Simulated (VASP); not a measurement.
# Mg3NbO2 (P6/mmm) in VASP: a series of runs

The runs below take Mg3NbO2 through single point, relaxation of cell and atoms, with PBE.

Everything below comes from runs of VASP 6.6.1. Logs are shortened: lines on timing, memory, paths and dates and some standing lists are left out, and cuts for length are marked.

### Step 1. The cell of the first run

Symmetry: P6/mmm, No. 191, hexagonal system. Conventional cell: a = 5.199 Å, b = 5.199 Å, c = 4.114 Å, α = 90.00°, β = 90.00°, γ = 120.00°. Within 2.0 Å of Mg (site symmetry mmm) lie 2 O at 1.50 Å. Nb (site symmetry 6/mmm) has 6 Mg at 2.60 Å and 6 O at 3.00 Å within 3.4 Å. O (site symmetry -6m2) has 3 Mg at 1.50 Å within 2.0 Å.

The cell was built from a structure type or drawn by symmetry, and may not be a known phase.

### Step 2. Single point, PBE, collinear spin

The input, INCAR:

```
  PREC = Accurate
  ENCUT = 520
  EDIFF = 1E-6
  ISMEAR = 0
  SIGMA = 0.1
  LREAL = F
  LASPH = T
  NELM = 150
  ALGO = Normal
  ISIF = 2
  LWAVE = F
  LCHARG = T
  ISPIN = 2
  MAGMOM = 0.01 0.01 0.01 2.76 0.13 0.13
  LORBIT = 11
  LMAXMIX = 4
  GGA = PE
  LELF = T
  LVHAR = T
  NBANDS = 28
```

The input, KPOINTS:

```
regular mesh
0
Gamma
  6 6 4
```

The input, POSCAR:

```
Mg3NbO2
1.0
    5.1986493100      0.0000000000      0.0000000000
   -2.5993246600      4.5021623700      0.0000000000
    0.0000000000      0.0000000000      4.1142536800
Mg Nb O
3 1 2
Direct
    0.5000000000      0.0000000000      0.5000000000
    0.0000000000      0.5000000000      0.5000000000
    0.5000000000      0.5000000000      0.5000000000
    0.0000000000      0.0000000000      0.5000000000
    0.3333333300      0.6666666700      0.5000000000
    0.6666666700      0.3333333300      0.5000000000
```

Potentials or basis: VASP PAW PBE potentials, release 64 (Mg, Nb_sv, O).

Started as:

```sh
> cat potpaw_PBE.64/Mg/POTCAR potpaw_PBE.64/Nb_sv/POTCAR potpaw_PBE.64/O/POTCAR > POTCAR
> mpirun -np 1 vasp_std > vasp.out
```

OUTCAR:

```text
PREC = Accurate
   ENCUT = 520
   EDIFF = 1E-6
   ISMEAR = 0
   LREAL = F
   LASPH = T
   NELM = 150
   ISIF = 2
   ISPIN = 2
   LORBIT = 11
   GGA = PE

 ion  position               nearest neighbor table
   1  0.500  0.000  0.500-   5 1.50   6 1.50   2 2.60   2 2.60   4 2.60   4 2.60   3 2.60   3 2.60

   2  0.000  0.500  0.500-   5 1.50   6 1.50   1 2.60   1 2.60   3 2.60   3 2.60   4 2.60   4 2.60

   3  0.500  0.500  0.500-   5 1.50   6 1.50   4 2.60   4 2.60   2 2.60   2 2.60   1 2.60   1 2.60

   4  0.000  0.000  0.500-   3 2.60   3 2.60   1 2.60   1 2.60   2 2.60   2 2.60
   5  0.333  0.667  0.500-   2 1.50   1 1.50   3 1.50
   6  0.667  0.333  0.500-   2 1.50   1 1.50   3 1.50

  LATTYP: Found a hexagonal cell.
 ALAT       =     5.1986493100
 C/A-ratio  =     0.7914081975

  Lattice vectors:

 A1 = (   5.1986493100,   0.0000000000,   0.0000000000)
 A2 = (  -2.5993246600,   4.5021623700,   0.0000000000)
 A3 = (   0.0000000000,   0.0000000000,   4.1142536800)

Analysis of symmetry for initial positions (statically):
=====================================================================
 Subroutine PRICEL returns:
 Original cell was already a primitive cell.

 Routine SETGRP: Setting up the symmetry group for a
 hexagonal supercell.

 Subroutine GETGRP returns: Found 24 space group operations
 (whereof 24 operations were pure point group operations)
 out of a pool of 24 trial point group operations.

The static configuration has the point symmetry D_6h.

Analysis of symmetry for dynamics (positions and initial velocities):
=====================================================================
 Subroutine PRICEL returns:
 Original cell was already a primitive cell.

 Routine SETGRP: Setting up the symmetry group for a
 hexagonal supercell.

 Subroutine GETGRP returns: Found 24 space group operations
 (whereof 24 operations were pure point group operations)
 out of a pool of 24 trial point group operations.

The dynamic configuration has the point symmetry D_6h.

Analysis of structural, dynamic, and magnetic symmetry:
=====================================================================
 Subroutine PRICEL returns:
 Original cell was already a primitive cell.

 Routine SETGRP: Setting up the symmetry group for a
 hexagonal supercell.

 Subroutine GETGRP returns: Found 24 space group operations
[... 138 lines left out ...]
 spin polarized calculation
 Gauss-broadening in eV      SIGMA  =   0.10
  energy-cutoff  :      520.00
  volume of cell :       96.29
 maximum number of plane-waves:      2625
 NGX is ok and might be reduce to    40
   NGX = 19   NGY = 19   NGZ = 15

 number of electron      31.0000011 magnetization       5.2455301

 Free energy of the ion-electron system (eV)
  ---------------------------------------------------
  ext. energy  EPLUGINS =         0.00000000
  ---------------------------------------------------
  free energy    TOTEN  =       -11.32678254 eV

  energy without entropy =      -11.32211107  energy(sigma->0) =      -11.32444681

 E-fermi :   4.6477     XC(G=0):  -9.1220

 val. band max:        4.5992280651   @ k =   0.1667   0.1667   0.5000
 cond. band min:       4.6485244165   @ k =   0.3333   0.3333   0.2500
 fundamental gap:      0.0492963514
 Fermi energy:         4.6476960129

 spin component 1

 k-point     1 :       0.0000    0.0000    0.0000
  band No.  band energies     occupation
      1     -50.4614      1.00000
      2     -26.9195      1.00000
      3     -26.9195      1.00000
      4     -26.6601      1.00000
      5     -16.5609      1.00000
      6     -15.1510      1.00000
[... 619 lines left out ...]
     26      12.7201      0.00000
     27      13.6020      0.00000
 Fermi energy:         4.6476960129

 spin component 2

 k-point     1 :       0.0000    0.0000    0.0000
  band No.  band energies     occupation
      1     -48.6312      1.00000
      2     -24.7817      1.00000
      3     -24.7817      1.00000
      4     -24.6017      1.00000
      5     -16.3307      1.00000
      6     -14.9242      1.00000
[... 619 lines left out ...]
     26      13.7257      0.00000
     27      14.3504      0.00000
 [bands above 27 left out]

------------------------ aborting loop because EDIFF is reached ----------------------------------------

  FORCE on cell =-STRESS in cart. coord.  units (eV):
  Direction    XX          YY          ZZ          XY          YZ          ZX
  --------------------------------------------------------------------------------------
  -------------------------------------------------------------------------------------
  Total       85.9018562     85.9018563     -3.2224204     -0.0000001      0.0000000      0.0000000
  in kB     1429.2572005   1429.2572019    -53.6154597     -0.0000016      0.0000000      0.0000000
  external PRESSURE =     934.9663142 kB  Pullay stress =       0.0000000 kB

 VOLUME and BASIS-vectors are now :
 -----------------------------------------------------------------------------
  energy-cutoff  :      520.00
  volume of cell :       96.29
      direct lattice vectors                 reciprocal lattice vectors
     5.198649310  0.000000000  0.000000000     0.192357657  0.111057745  0.000000000
    -2.599324660  4.502162370  0.000000000     0.000000000  0.222115490  0.000000000
     0.000000000  0.000000000  4.114253680     0.000000000  0.000000000  0.243057448

 POSITION                                       TOTAL-FORCE (eV/Angst)
 -----------------------------------------------------------------------------------
      2.59932      0.00000      2.05713        -0.000000      0.000000      0.000000
     -1.29966      2.25108      2.05713        -0.000000      0.000000      0.000000
      1.29966      2.25108      2.05713        -0.000000      0.000000      0.000000
      0.00000      0.00000      2.05713        -0.000000      0.000000      0.000000
     -0.00000      3.00144      2.05713         0.000000      0.000000     -0.000000
      2.59932      1.50072      2.05713         0.000000     -0.000000      0.000000
 -----------------------------------------------------------------------------------
    total drift:                                0.000000     -0.000000     -0.000000

  FREE ENERGIE OF THE ION-ELECTRON SYSTEM (eV)
  ---------------------------------------------------
  free  energy   TOTEN  =       -11.3267825415 eV

  energy  without entropy=      -11.3221110691  energy(sigma->0) =      -11.32444681

 total charge

# of ion       s       p       d       tot
------------------------------------------
    1        0.327   0.474   0.284   1.085
    2        0.327   0.474   0.284   1.085
    3        0.327   0.474   0.284   1.085
    4        2.219   5.892   2.970  11.082
    5        1.639   3.839   0.000   5.479
    6        1.639   3.839   0.000   5.479
--------------------------------------------------
tot          6.480  14.992   3.821  25.293

 magnetization (x)

# of ion       s       p       d       tot
------------------------------------------
    1        0.008   0.026   0.028   0.063
    2        0.008   0.026   0.028   0.063
    3        0.008   0.026   0.028   0.063
    4        0.070   0.034   2.817   2.921
    5        0.009   0.126   0.000   0.135
    6        0.009   0.126   0.000   0.135
--------------------------------------------------
tot          0.113   0.365   2.902   3.379
```

stdout:

```text
POSCAR found type information on POSCAR MgNbO
 POSCAR found :  3 types and       6 ions
 scaLAPACK will be used
 LDA part: xc-table for (Slater+PW92), standard interpolation
 POSCAR, INCAR and KPOINTS ok, starting setup
 FFT: planning ... GRIDC
 FFT: planning ... GRID_SOFT
 FFT: planning ... GRID
 WAVECAR not read
 entering main loop
```

It took 5 min on 1 thread of Intel Xeon 8259CL, shared host; peak memory 0.31 GiB.

Results:

- Free energy: -11.3268 eV
- Pressure: 93.5 GPa
- Net moment: 5.25 μB per cell
- Site moments: Mg +0.06; Nb +2.92; O +0.14 μB
- Valence electrons inside the program's atomic spheres: Mg 1.08; Nb 11.08; O 5.48

Stress tensor (GPa, compression positive):
```
142.93   0.00   0.00
  0.00 142.93   0.00
  0.00   0.00  -5.36
```

Caveat: the k points lie up to 0.38 Å⁻¹ apart.

### Step 3. Single point, PBE, collinear spin

This run uses another cell than the first one, of 19.78 Å³/atom.

The input, INCAR:

```
PREC = Accurate ; ENCUT = 520
EDIFF = 1E-7 ; ISMEAR = 0
SIGMA = 0.1 ; LREAL = F
LASPH = T ; NELM = 150
ALGO = Normal ; ISIF = 2
LWAVE = F ; LCHARG = T
ISPIN = 2 ; MAGMOM = 0.01 0.01 0.01 2.74 0.1 0.1
LORBIT = 11 ; LMAXMIX = 4
GGA = PE ; LELF = T
LVHAR = T ; NBANDS = 28
```

The input, KPOINTS:

```
Automatic mesh
0
Gamma
  6 6 4
```

The input, POSCAR:

```
Mg3NbO2
1.0
    6.5590078888      0.0000000036      0.0000000000
   -3.2795039476      5.6802674535      0.0000000000
    0.0000000000      0.0000000000      3.1853782813
Mg Nb O
3 1 2
Direct
    0.5000000000      0.0000000000      0.5000000000
    0.0000000000      0.5000000000      0.5000000000
    0.5000000000      0.5000000000      0.5000000000
    0.0000000000      0.0000000000      0.5000000000
    0.3333333333      0.6666666667      0.5000000000
    0.6666666667      0.3333333333      0.5000000000
```

Potentials or basis: VASP PAW PBE potentials, release 64 (Mg, Nb_sv, O).

Started as:

```sh
> cat potpaw_PBE.64/Mg/POTCAR potpaw_PBE.64/Nb_sv/POTCAR potpaw_PBE.64/O/POTCAR > POTCAR
> mpirun -np 1 vasp_std > vasp.out
```

Wall time 5.8 min (1 thread of Intel Xeon 8259CL, shared host); peak memory 0.34 GiB.

It converged, with:

```
Free energy                                           : -28.3164 eV
Pressure                                              : -0.1 GPa
Net moment                                            : 4.02 μB per cell
Site moments                                          : Mg +0.01; Nb +2.18; O +0.09 μB
Valence electrons inside the program's atomic spheres : Mg 0.40; Nb 10.62; O 5.05
```

Levels at points of the mesh, in eV from the Fermi level:
Spin up:
| k point | band 15 | band 16 | band 17 | band 18 | band 19 | band 20 |
| --- | --- | --- | --- | --- | --- | --- |
| (0.00, 0.00, 0.00) | -0.76 | -0.76 | 0.28 | 0.28 | 1.35 | 1.35 |
| (0.50, 0.00, 0.00) | -1.50 | -1.31 | -0.84 | 0.39 | 1.34 | 1.36 |
| (0.00, 0.00, 0.50) | -1.38 | -0.15 | -0.15 | 0.79 | 2.46 | 2.46 |
| (0.50, 0.00, 0.50) | -0.62 | -0.42 | -0.21 | 0.41 | 1.94 | 2.90 |
Spin down:
```tsv
k point	band 10	band 11	band 12	band 13	band 14	band 15	band 16	band 17
(0.00, 0.00, 0.00)	-4.14	-3.19	-2.06	-2.03	-0.15	0.89	0.89	1.25
(0.50, 0.00, 0.00)	-3.98	-2.05	-2.04	-1.61	-1.03	-0.11	0.52	1.04
(0.00, 0.00, 0.50)	-3.69	-3.69	-3.67	0.07	0.07	0.22	1.52	1.95
(0.50, 0.00, 0.50)	-3.90	-3.83	-3.63	-0.13	0.09	1.13	1.17	1.65
```

Caveat: the k points lie up to 0.49 Å⁻¹ apart.

### Step 4. Relaxation of cell and atoms, PBE, collinear spin

This run uses another cell than the first one, of 19.78 Å³/atom.

The input, INCAR:

```
SYSTEM = Mg3NbO2
PREC = Accurate ; ENCUT = 600
EDIFF = 1E-6 ; ISMEAR = 0
SIGMA = 0.1 ; LREAL = .FALSE.
LASPH = .TRUE. ; NELM = 150
ALGO = Normal ; ISIF = 3
LWAVE = .FALSE. ; LCHARG = .FALSE.
ISPIN = 2 ; MAGMOM = 0 0 0 2.74 0 0
LORBIT = 11 ; LMAXMIX = 4
GGA = PE ; IBRION = 2
NSW = 90 ; EDIFFG = -0.04
```

The input, KPOINTS:

```
regular mesh
0
G
  3 3 6
  0 0 0
```

POSCAR, as its differences from that of step 3:

```diff
@@ -2,4 +2,4 @@
 1.0
-    6.5590078888      0.0000000036      0.0000000000
-   -3.2795039476      5.6802674535      0.0000000000
+    6.5590078888      0.0000000000      0.0000000000
+   -3.2795039444      5.6802674553      0.0000000000
     0.0000000000      0.0000000000      3.1853782813
```

Started as:

```sh
> cat potpaw_PBE.64/Mg/POTCAR potpaw_PBE.64/Nb_sv/POTCAR potpaw_PBE.64/O/POTCAR > POTCAR
> mpirun -np 1 vasp_std > vasp.out
```

Wall time 13 min (1 thread of Intel Xeon 8259CL, shared host); peak memory 0.37 GiB.

Results (log left out):

```
Free energy                                           : -28.2339 eV
Relaxed volume                                        : 19.39 Å³/atom
Relaxed cell                                          : a = 6.558 Å, b = 6.558 Å, c = 3.124 Å, α = 90.00°, β = 90.00°, γ = 120.00°
Space group after relaxing (to 0.1 Å)                 : P6/mmm (No. 191)
Energy gained by relaxing                             : 1.2 meV/atom
Ionic steps                                           : 5
Pressure after relaxing                               : 0.0 GPa
Net moment                                            : 3.65 μB per cell
Site moments                                          : Mg +0.01; Nb +1.94; O +0.10 μB
Valence electrons inside the program's atomic spheres : Mg 0.40; Nb 10.60; O 5.05
```

The path:
| step | energy change (eV) | largest force (eV/Å) | pressure (GPa) | volume (Å³) |
| --- | --- | --- | --- | --- |
| 1 | 0.0000 | 0.0000 | -0.29 | 118.68 |
| 2 | -0.0037 | 0.0000 | -0.28 | 118.06 |
| 3 | -0.0069 | 0.0000 | -0.23 | 116.78 |
| 4 | -0.0068 | 0.0000 | 0.25 | 115.92 |
| 5 | -0.0072 | 0.0000 | 0.01 | 116.36 |

Final structure:
```
Mg Nb O
1.0
     6.55797    0.00000    0.00000
    -3.27898    5.67936    0.00000
     0.00000    0.00000    3.12418
Mg Nb O
3 1 2
Direct
  0.50000 0.00000 0.50000
  0.00000 0.50000 0.50000
  0.50000 0.50000 0.50000
  0.00000 0.00000 0.50000
  0.33333 0.66667 0.50000
  0.66667 0.33333 0.50000
```

Levels at points of the mesh, in eV from the Fermi level:
Spin up:
```
           k point  band 15  band 16  band 17  band 18  band 19  band 20
(0.00, 0.00, 0.00)    -0.69    -0.69     0.38     0.38     1.50     1.50
(0.00, 0.00, 0.50)    -1.24    -0.05    -0.05     1.02     2.59     2.59
```
Spin down:
| k point | band 10 | band 11 | band 12 | band 13 | band 14 | band 15 | band 16 | band 17 | band 18 | band 19 |
| --- | --- | --- | --- | --- | --- | --- | --- | --- | --- | --- |
| (0.00, 0.00, 0.00) | -3.97 | -3.20 | -1.78 | -1.76 | -0.65 | 0.93 | 0.93 | 1.33 | 1.33 | 3.02 |
| (0.00, 0.00, 0.50) | -3.55 | -3.47 | -3.47 | -0.10 | -0.10 | 0.37 | 1.62 | 1.99 | 1.99 | 2.65 |

Caveat: the k points lie up to 0.37 Å⁻¹ apart in the final cell.

### Step 5. The runs side by side

```csv
task,cell,k mesh,cutoff (eV),gap on the mesh (eV),pressure (GPa),moment (μB)
single point,"a = 5.199, b = 5.199, c = 4.114 Å, angles 90.0, 90.0, 120.0°, 6 atoms",6 × 6 × 4,520,none,93.5,5.25
single point,"a = 6.559, b = 6.559, c = 3.185 Å, angles 90.0, 90.0, 120.0°, 6 atoms",6 × 6 × 4,520,none,-0.1,4.02
relaxation of cell and atoms,"relaxed from a = 6.559, b = 6.559, c = 3.185 Å, angles 90.0, 90.0, 120.0°, 6 atoms",3 × 3 × 6,600,none,0.0,3.65
```

Alike in all rows: level PBE; potentials or basis VASP PAW PBE potentials, release 64 (Mg, Nb_sv, O); spin collinear; smearing gaussian 0.1 eV.

Caveats: all runs use coarse meshes.

Absolute energies hang on the potentials; compare differences alone.
